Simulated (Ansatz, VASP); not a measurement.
# Two plane-wave programs on Sr

File POSCAR:

```
Sr
1.0
   -2.4022136893      2.4022136893      2.4022136893
    2.4022136893     -2.4022136893      2.4022136893
    2.4022136893      2.4022136893     -2.4022136893
Sr
1
Direct
    0.0000000000      0.0000000000      0.0000000000
```

Contents of INCAR.step1:

```
SYSTEM = Sr
PREC = Accurate ; ENCUT = 440
ISMEAR = -1 ; SIGMA = 0.05
LREAL = .FALSE. ; LASPH = .TRUE.
NELM = 120 ; NBANDS = 11
GGA = PE ; ALGO = Normal
EDIFF = 1E-5 ; LWAVE = .TRUE.
LCHARG = .FALSE. ; GGA_COMPAT = .FALSE.
```

INCAR.step2

```
SYSTEM = Sr
PREC = Accurate ; ENCUT = 440
EDIFF = 1E-8 ; ISMEAR = -1
SIGMA = 0.05 ; LREAL = .FALSE.
LASPH = .TRUE. ; NELM = 120
ALGO = Normal ; ISIF = 2
LWAVE = .FALSE. ; LCHARG = .FALSE.
METAGGA = R2SCAN ; LMIXTAU = .TRUE.
LEFG = .TRUE. ; NBANDS = 11
ISTART = 1 ; GGA_COMPAT = .FALSE.
```

Contents of KPOINTS:

```
Automatic mesh
0
G
  10 10 10
  0 0 0
```

Input for Ansatz:

```yaml
crystal:
  lattice:
    - [-2.4022136893, 2.4022136893, 2.4022136893]
    - [2.4022136893, -2.4022136893, 2.4022136893]
    - [2.4022136893, 2.4022136893, -2.4022136893]
  atoms:
    - { symbol: Sr, position: [0.0, 0.0, 0.0] }
kpoints:
  mp_grid: { grid: [10, 10, 10] }
  band_path:
    path:
      - [0.0, 0.0, 0.0]
      - [0.5, -0.5, 0.5]
      - [0.0, 0.0, 0.5]
      - [0.0, 0.0, 0.0]
      - [0.25, 0.25, 0.25]
      - [0.5, -0.5, 0.5]
      - [0.25, 0.25, 0.25]
      - [0.0, 0.0, 0.5]
    npoints: 14
scf:
  occupations: { method: fermi_dirac, width: 0.05 }
hamiltonian:
  xc: r2scan
  pseudopotentials: { kind: paw }
output:
  forces: true
  stress: true
  eigenvalues: true
  efg: { contact_densities: true }
  populations: true
  bader: true
  dos: { projected: true, de: 0.2, e_range: [-14, 8] }
  write_density: true
  write_potential: true
  elf: true
  volumetric_format: npy
```

Alike in both runs: task electric field gradients; functional r2SCAN; k mesh 10 × 10 × 10; occupations fermi-dirac, width 0.05 eV; no spin polarisation.

|  | VASP | Ansatz |
| --- | --- | --- |
| version | VASP 6.6.1 | Ansatz 0.2.0 |
| potentials or method | VASP PAW PBE potentials, release 64 (Sr_sv) | PAW with Ansatz's default frozen-core files, scalar-relativistic |
| plane-wave cutoff (eV) | 440 | 500 |
| valence electrons in the cell | 10 | 10 |

VASP gave:

* pressure (GPa): 0.0

Task: Estimate Ansatz's values.

Result: Pressure (GPa): 0.1.

VASP's potentials were made for PBE, not for r2SCAN.
